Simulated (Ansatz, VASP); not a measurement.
# Na2S in VASP and in Ansatz

```
Na S
1.0
     0.00000    3.34841    3.34841
     3.34841    0.00000    3.34841
     3.34841    3.34841    0.00000
Na S
2 1
Direct
  0.25000 0.25000 0.25000
  0.75000 0.75000 0.75000
  0.00000 0.00000 0.00000
```

Alike in both runs: task single point; functional PBE; k mesh 8 × 8 × 8; occupations gaussian, width 0.02 eV; no spin polarisation.

```csv
,VASP,Ansatz
version,VASP 6.6.1,Ansatz 0.2.0
potentials or method,"VASP PAW PBE potentials, release 64 (Na_pv, S), cutoff 500 eV","scalar-relativistic, plane waves, PAW"
valence electrons in the cell,20,24
```

|  | VASP | Ansatz | Ansatz less VASP |
| --- | --- | --- | --- |
| gap on the k mesh at the Fermi level (eV) | 2.26 | 2.26 | +0.002 |
| least direct gap on the mesh (eV) | 2.26 | 2.26 | +0.002 |
| pressure (GPa) | -1.5 | -1.4 | +0.02 |

With one functional, cell and mesh, what is left measures potentials, basis and numerics. VASP's potentials hold 20 valence electrons a cell and Ansatz's 24, so a difference there can come from the potentials and not from the codes.
